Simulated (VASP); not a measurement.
A run of VASP 6.6.1 is set up as follows.

File INCAR:

```
SYSTEM = WS
PREC = Accurate
ENCUT = 520
EDIFF = 1E-6
ISMEAR = 0
SIGMA = 0.05
LREAL = .FALSE.
LASPH = .TRUE.
NELM = 60
ALGO = Normal
ISIF = 2
LWAVE = .FALSE.
LCHARG = .FALSE.
LDIPOL = .TRUE.
IDIPOL = 3
DIPOL = 0.5 0.5 0.500
GGA = PS
NBANDS = 28
```

File KPOINTS:

```
Automatic mesh
0
G
  9 9 1
  0 0 0
```

POSCAR

```
WS
1.0
    3.1457762193      0.0000000000      0.0000000000
   -1.5728881097      2.7243221206      0.0000000000
    0.0000000000      0.0000000000     33.9534210688
W S
2 2
Direct
    0.3333333333      0.6666666667      0.2503429620
    0.3333333333      0.6666666667      0.7495344865
    0.6666666667      0.3333333333      0.2964914919
    0.6666666667      0.3333333333      0.7046210026
```

Potentials or basis: VASP PAW PBE potentials, release 64 (W_sv, S).

Command:

```console
$ cat potpaw_PBE.64/W_sv/POTCAR potpaw_PBE.64/S/POTCAR > POTCAR
$ mpirun -np 1 vasp_std > vasp.out
```

(1) Estimate the largest force.

(2) Predict the band gap on the k mesh.

Answers

(1) 0.749 eV/Å.

(2) 0.29 eV, indirect (least direct gap 0.78 eV).

Caveat: the PAW data sets were made with another functional, which shifts forces and pressure a little; spin-orbit coupling is left out, which moves the levels of the heavy elements.
